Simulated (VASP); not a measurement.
Here is a VASP 6.6.1 calculation.

The input INCAR:

```
PREC = Accurate
ENCUT = 520
EDIFF = 1E-6
ISMEAR = -1
SIGMA = 0.05
LREAL = False
LASPH = True
NELM = 80
ALGO = Normal
ISIF = 2
LWAVE = False
LCHARG = False
GGA = PE
NBANDS = 16
```

The input KPOINTS:

```
regular mesh
0
Gamma
  13 13 12
```

POSCAR

```
WC
1.0
    2.9005014360      0.0000000000      0.0000000000
   -1.4502507180      2.5119079273      0.0000000000
    0.0000000000      0.0000000000      2.8290000000
W C
1 1
Direct
    0.0000000000      0.0000000000      0.0000000000
    0.6666666667      0.3333333333      0.5000000000
```

Potentials or basis: VASP PAW PBE potentials, release 64 (W_sv, C).

Launch:

```bash
$ cat potpaw_PBE.64/W_sv/POTCAR potpaw_PBE.64/C/POTCAR > POTCAR
$ mpirun -np 1 vasp_std > vasp.out
```

Question: Predict the band gap on the k mesh.

Answer: Zero (bands 9 and 10 overlap by 1.29 eV).

Question: Predict the pressure.

Answer: 9.5 GPa.

Stress tensor (GPa, compression positive):
```
9.40 0.00 0.00
0.00 9.40 0.00
0.00 0.00 9.84
```

Caveat: the cell stands under pressure; spin-orbit coupling is left out, which moves the levels of the heavy elements.
